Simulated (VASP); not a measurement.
# PbS (Fm-3m) in VASP: relaxation of cell and atoms with HSE06

Aim: the relaxation of cell and atoms of PbS with HSE06.

Everything below comes from runs of VASP 6.6.1. Logs are shortened: lines on timing, memory, paths and dates and some standing lists are left out, and cuts for length are marked.

**1. The cell of the first run**

The structure is cubic, space group Fm-3m (No. 225). Conventional cell: a = 5.974 Å, b = 5.974 Å, c = 5.974 Å, α = 90.00°, β = 90.00°, γ = 90.00°. Pb (site symmetry m-3m) has 6 S at 2.99 Å within 3.9 Å. Within 3.9 Å of S (site symmetry m-3m) lie 6 Pb at 2.99 Å.

**2. Relaxation of cell and atoms, HSE06**

POSCAR reads:

```
PbS
1.0
    0.0000000000      2.9872321667      2.9872321667
    2.9872321667      0.0000000000      2.9872321667
    2.9872321667      2.9872321667      0.0000000000
Pb S
1 1
Direct
    0.0000000000      0.0000000000      0.0000000000
    0.5000000000      0.5000000000      0.5000000000
```

INCAR.step1 reads:

```
ALGO = Normal ; EDIFF = 1E-5
ENCUT = 600 ; GGA = PE
ISMEAR = -1 ; LASPH = True
LCHARG = False ; LREAL = False
LWAVE = True ; NBANDS = 17
NELM = 60 ; PREC = Accurate
SIGMA = 0.02
```

INCAR.step2 reads:

```
ALGO = Normal ; EDIFF = 1E-6
EDIFFG = -0.005 ; ENCUT = 600
GGA = PE ; HFSCREEN = 0.2079
IBRION = 2 ; ISIF = 3
ISMEAR = -1 ; ISTART = 1
LASPH = True ; LCHARG = False
LHFCALC = True ; LREAL = False
LWAVE = False ; NELM = 60
NSW = 80 ; PREC = Accurate
PRECFOCK = Normal ; SIGMA = 0.02
```

KPOINTS reads:

```
k-points
0
Gamma
  4 4 4
```

Potentials or basis: VASP PAW PBE potentials, release 64 (Pb_d, S).

Launch:

```bash
> cat potpaw_PBE.64/Pb_d/POTCAR potpaw_PBE.64/S/POTCAR > POTCAR
> cp INCAR.step1 INCAR
> mpirun -np 1 vasp_std > vasp.out
> cp INCAR.step2 INCAR
> mpirun -np 1 vasp_std > vasp.out
```

OUTCAR:

```text
EDIFF = 1E-6
   EDIFFG = -0.005
   ENCUT = 600
   GGA = PE
   HFSCREEN = 0.2079
   IBRION = 2
   ISIF = 3
   ISMEAR = -1
   ISTART = 1
   LASPH = True
   LHFCALC = True
   LREAL = False
   NELM = 60
   NSW = 80
   PREC = Accurate
   PRECFOCK = Normal

 ion  position               nearest neighbor table
   1  0.000  0.000  0.000-   2 2.99   2 2.99   2 2.99   2 2.99   2 2.99   2 2.99
   2  0.500  0.500  0.500-   1 2.99   1 2.99   1 2.99   1 2.99   1 2.99   1 2.99

  LATTYP: Found a face centered cubic cell.
 ALAT       =     5.9744643334

  Lattice vectors:

 A1 = (   0.0000000000,   2.9872321667,   2.9872321667)
 A2 = (   2.9872321667,   0.0000000000,   2.9872321667)
 A3 = (   2.9872321667,   2.9872321667,   0.0000000000)

Analysis of symmetry for initial positions (statically):
=====================================================================
 Subroutine PRICEL returns:
 Original cell was already a primitive cell.

 Routine SETGRP: Setting up the symmetry group for a
 face centered cubic supercell.

 Subroutine GETGRP returns: Found 48 space group operations
 (whereof 48 operations were pure point group operations)
 out of a pool of 48 trial point group operations.

The static configuration has the point symmetry O_h .

Analysis of symmetry for dynamics (positions and initial velocities):
=====================================================================
 Subroutine PRICEL returns:
 Original cell was already a primitive cell.

 Routine SETGRP: Setting up the symmetry group for a
 face centered cubic supercell.

 Subroutine GETGRP returns: Found 48 space group operations
 (whereof 48 operations were pure point group operations)
 out of a pool of 48 trial point group operations.

The dynamic configuration has the point symmetry O_h .

 Subroutine INISYM returns: Found 48 space group operations
 (whereof 48 operations are pure point group operations),
 and found     1 'primitive' translations

----------------------------------------------------------------------------------------

                                     Primitive cell

  volume of cell :      53.3135

  direct lattice vectors                    reciprocal lattice vectors
     0.000000000  2.987232167  2.987232167    -0.167379022  0.167379022  0.167379022
     2.987232167  0.000000000  2.987232167     0.167379022 -0.167379022  0.167379022
     2.987232167  2.987232167  0.000000000     0.167379022  0.167379022 -0.167379022

  length of vectors
[... 69 lines left out ...]
   IBRION =      2    ionic relax: 0-MD 1-quasi-New 2-CG
   NFREE  =      1    steps in history (QN), initial steepest desc. (CG)
   ISIF   =      3    stress and relaxation
   ISYM   =      3    0-nonsym 1-usesym 2-fastsym
   POTIM  = 0.5000    time-step for ionic-motion
   TEBEG  =    0.0;   TEEND  =   0.0 temperature during run
   PSTRESS=    0.0 pullay stress
   NELECT =      20.0000    total number of electrons
   NUPDOWN=      -1.0000    fix difference up-down
   EMIN   =  10.00;   EMAX   =-10.00  energy-range for DOS
   EFERMI =   0.00;   METHOD = LEGACY
   ISMEAR =    -1;   SIGMA  =   0.02  broadening in eV -4-tet -1-fermi 0-gaus
   EFERMI_NEDOS =   21; number of points for ismear=-14 and -15
   IALGO  =     38    algorithm
   IMIX   =      1    mixing-type and parameters
     AMIX     =   0.40;   BMIX     =  1.00
     AMIX_MAG =   1.60;   BMIX_MAG =  1.00
  volume/ion in A,a.u.               =      26.66       179.89
  Fermi-wavevector in a.u.,A,eV,Ry     =   1.180699  2.231198 18.967203  1.394050
  Thomas-Fermi vector in A             =   2.316986
   LORBIT       =      0    0 simple, 1 ext, 2 COOP (PROOUT), +10 PAW based schemes
   GGA     = PE    functional components
   LHFCALC =     T    Hartree Fock is set to
   PRECFOCK=normal    Normal, Fast or Accurate (Low or Medium for compatibility)
   ENCUT4O =  -1.0   cutoff for four orbital integrals eV
   NKREDX  =     1    reduce k-point grid by
   NKREDY  =     1    reduce k-point grid by
   NKREDZ  =     1    reduce k-point grid by
   AEXX    =    0.2500 exact exchange contribution
   HFSCREEN=    0.2079 screening length (either q_TF or 0.3 A-1)
   HFSCREENC=   0.2079 screening length for correlation (either q_TF or 0.3 A-1)
   ENCUTFOCK=  -1.0 apply spherical cutoff to Coloumb kernel
   IVDW    =     0    specifies the selected vdW correction
   LEPSILON=     F    determine dielectric tensor
   LRPA    =     F    only Hartree local field effects (RPA)
 conjugate gradient relaxation of ions
 non-spin polarized calculation
  energy-cutoff  :      600.00
  volume of cell :       53.31
 maximum number of plane-waves:      1812
 NGX is ok and might be reduce to    36
  NGX = 28; NGY = 28; NGZ = 28

--------------------------------------- Ionic step        1  -------------------------------------------

 number of electron      20.0000000 magnetization

 Free energy of the ion-electron system (eV)
  ---------------------------------------------------
  ext. energy  EPLUGINS =         0.00000000
  ---------------------------------------------------
  free energy    TOTEN  =       -10.39453502 eV

  energy without entropy =      -10.39453502  energy(sigma->0) =      -10.39453502

------------------------ aborting loop because EDIFF is reached ----------------------------------------

  FORCE on cell =-STRESS in cart. coord.  units (eV):
  Direction    XX          YY          ZZ          XY          YZ          ZX
  --------------------------------------------------------------------------------------
  -------------------------------------------------------------------------------------
  Total       -0.0373710     -0.0373710     -0.0373710      0.0000000      0.0000000      0.0000000
  in kB       -1.1230747     -1.1230747     -1.1230747      0.0000000      0.0000000      0.0000000
  external PRESSURE =      -1.1230747 kB  Pullay stress =       0.0000000 kB
[... 59 lines left out ...]
--------------------------------------- Ionic step        3  -------------------------------------------

 number of electron      20.0000000 magnetization

 Free energy of the ion-electron system (eV)
  ---------------------------------------------------
  ext. energy  EPLUGINS =         0.00000000
  ---------------------------------------------------
  free energy    TOTEN  =       -10.39455845 eV

  energy without entropy =      -10.39455845  energy(sigma->0) =      -10.39455845

 E-fermi :   5.6909     XC(G=0):  -7.9705

 val. band max:        5.2421709688   @ k =   0.5000   0.0000   0.0000
 cond. band min:       6.1273255351   @ k =   0.5000   0.0000   0.0000
 fundamental gap:      0.8851545663
 Fermi energy:         5.6909270402

 k-point     1 :       0.0000    0.0000    0.0000
  band No.  band energies     occupation
      1     -13.2898      2.00000
      2     -13.2898      2.00000
      3     -13.2898      2.00000
      4     -13.2846      2.00000
      5     -13.2846      2.00000
      6      -9.6802      2.00000
      7      -1.1776      2.00000
      8       2.8314      2.00000
      9       2.8314      2.00000
     10       2.8314      2.00000
     11      11.2490      0.00000
     12      11.2490      0.00000
     13      11.2490      0.00000
     14      12.7452      0.00000
[... 146 lines left out ...]
  FREE ENERGIE OF THE ION-ELECTRON SYSTEM (eV)
  ---------------------------------------------------
  free  energy   TOTEN  =       -10.3945584462 eV

  energy  without entropy=      -10.3945584462  energy(sigma->0) =      -10.39455845

 reached required accuracy - stopping structural energy minimisation
```

OUTCAR.step1:

```text
EDIFF = 1E-5
   ENCUT = 600
   GGA = PE
   ISMEAR = -1
   LASPH = True
[... 362 lines left out ...]
      0.00000      0.00000      0.00000         0.000000      0.000000      0.000000
      2.98723      2.98723      2.98723        -0.000000     -0.000000     -0.000000
 -----------------------------------------------------------------------------------
    total drift:                                0.000000      0.000000      0.000000

  FREE ENERGIE OF THE ION-ELECTRON SYSTEM (eV)
  ---------------------------------------------------
  free  energy   TOTEN  =        -8.7541123046 eV

  energy  without entropy=       -8.7541113190  energy(sigma->0) =       -8.75411181
```

It took 33 min on 1 thread of Oxide Virtual Turin-like, shared host; peak memory 0.29 GiB.

Results:

| Quantity | Value |
| --- | --- |
| Free energy | -10.3946 eV |
| Relaxed volume | 26.62 Å³/atom |
| Relaxed cell | a = 4.223 Å, b = 4.223 Å, c = 4.223 Å, α = 60.00°, β = 60.00°, γ = 60.00° |
| Space group after relaxing (to 0.05 Å) | Fm-3m (No. 225) |
| Energy gained by relaxing | 0.0 meV/atom |
| Ionic steps | 3 |
| Pressure after relaxing | 0.0 GPa |
| Band gap on the k mesh | 0.89 eV, direct |

Final structure:
```
Pb S
1.0
     0.00000    2.98596    2.98596
     2.98596    0.00000    2.98596
     2.98596    2.98596    0.00000
Pb S
1 1
Direct
  0.00000 0.00000 0.00000
  0.50000 0.50000 0.50000
```

Caveat: the k points lie up to 0.46 Å⁻¹ apart in the final cell; the PAW data sets were made with another functional, which shifts forces and pressure a little; spin-orbit coupling is left out, which moves the levels of the heavy elements. A k mesh can miss the band edges.
